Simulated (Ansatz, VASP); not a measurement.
# Cr: VASP beside Ansatz

INCAR

```
PREC = Accurate
ENCUT = 520
EDIFF = 1E-7
ISMEAR = -1
SIGMA = 0.03
LREAL = F
LASPH = T
NELM = 150
ALGO = Normal
ISIF = 2
LWAVE = F
LCHARG = F
ISPIN = 2
MAGMOM = 3 3 3 3
LORBIT = 11
LMAXMIX = 4
GGA = CA
NBANDS = 36
```

KPOINTS

```
Automatic mesh
0
Gamma
  6 10 6
```

File POSCAR:

```
Cr
1.0
    0.0000000000      0.0000000000      4.4100000000
    2.7140000000      0.0000000000      0.0000000000
    0.0000000000      4.7007858918      0.0000000000
Cr
4
Direct
    0.2500000000      1.0000000000      0.3333333334
    0.2500000000      0.5000000000      0.8333333334
    0.7500000000      0.5000000000      0.1666666666
    0.7500000000      0.0000000000      0.6666666666
```

Input for Ansatz:

```yaml
crystal:
  lattice:
    - [0.0, 0.0, 4.41]
    - [2.714, 0.0, 0.0]
    - [0.0, 4.7007858918, 0.0]
  atoms:
    - { symbol: Cr, position: [0.25, 1.0, 0.3333333334], spin: 3.0 }
    - { symbol: Cr, position: [0.25, 0.5, 0.8333333334], spin: 3.0 }
    - { symbol: Cr, position: [0.75, 0.5, 0.1666666666], spin: 3.0 }
    - { symbol: Cr, position: [0.75, 0.0, 0.6666666666], spin: 3.0 }
magnetization:
  spin_polarized: true
kpoints:
  mp_grid: { grid: [6, 10, 6] }
scf:
  occupations: { method: fermi_dirac, width: 0.03 }
  lower_state_search: "off"
hamiltonian:
  xc: lda
  pseudopotentials: { kind: paw }
output:
  forces: true
  stress: true
  eigenvalues: true
```

Alike in both runs: task single point; functional LDA; k mesh 6 × 10 × 6; occupations fermi-dirac, width 0.03 eV; collinear spin.

```csv
,VASP,Ansatz
version,VASP 6.6.1,Ansatz 0.2.0
potentials or method,"VASP PAW LDA potentials, release 64 (Cr_pv)","PAW with Ansatz's default frozen-core files, scalar-relativistic"
plane-wave cutoff (eV),520,420
valence electrons in the cell,48,56
```

VASP gave:

* rms of the force components (eV/Å): 0.006
* net moment per atom (μB): 0.08
* size of the moment on the site where the two differ most (μB): 0.08

Q: What did Ansatz give for the same quantities?

A: rms of the force components (eV/Å): 0.001; net moment per atom (μB): 0.48; size of the moment on the site where the two differ most (μB): 0.43.

The net moments are unlike, so the other rows may belong to different states. LDA's correlation is that of Perdew and Zunger in VASP and of Perdew and Wang (1992) in Ansatz. Site moments also hang on the region over which each program counts them. Atom by atom the forces differ by 0.006 eV/Å (rms over components). VASP's potentials hold 48 valence electrons a cell and Ansatz's 56, so a difference there can come from the potentials and not from the codes.
